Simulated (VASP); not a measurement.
SnO2:

```
CELL_PARAMETERS angstrom
0.00000 2.57415 2.57415
2.57415 0.00000 2.57415
2.57415 2.57415 0.00000
ATOMIC_POSITIONS crystal
Sn 0.00000 0.00000 0.00000
O 0.75000 0.75000 0.75000
O 0.25000 0.25000 0.25000
```

| Item | Value |
| --- | --- |
| Program | VASP 6.6.1 |
| Task | relaxation of cell and atoms |
| Functional | PBEsol |
| Potentials or basis | VASP PAW PBE potentials, release 64 (Sn_d, O) |
| Cutoff | 600 eV |
| k mesh | 9 × 9 × 9 |
| Occupations | fermi-dirac, width 0.05 eV |
| Spin | no spin polarisation |

At the start: pressure -6.7 GPa; volume 11.37 Å³/atom.

Q: Where does the relaxation end?

A: Over 3 steps the energy falls by 8.4 meV/atom and the volume is 10.98 Å³/atom (-3.4 %); space group Fm-3m (No. 225, to 0.1 Å) before and after.

The path:
| step | energy change (eV) | largest force (eV/Å) | pressure (GPa) | volume (Å³) |
| --- | --- | --- | --- | --- |
| 1 | 0.0000 | 0.0000 | -6.69 | 34.11 |
| 2 | 0.0005 | 0.0000 | 7.69 | 31.82 |
| 3 | -0.0253 | 0.0000 | -0.04 | 32.94 |

Final structure:
```
Sn O
1.0
     0.00000    2.54438    2.54438
     2.54438    0.00000    2.54438
     2.54438    2.54438    0.00000
Sn O
1 2
Direct
  0.00000 0.00000 0.00000
  0.75000 0.75000 0.75000
  0.25000 0.25000 0.25000
```

Caveat: the PAW data sets were made with another functional, which shifts forces and pressure a little.
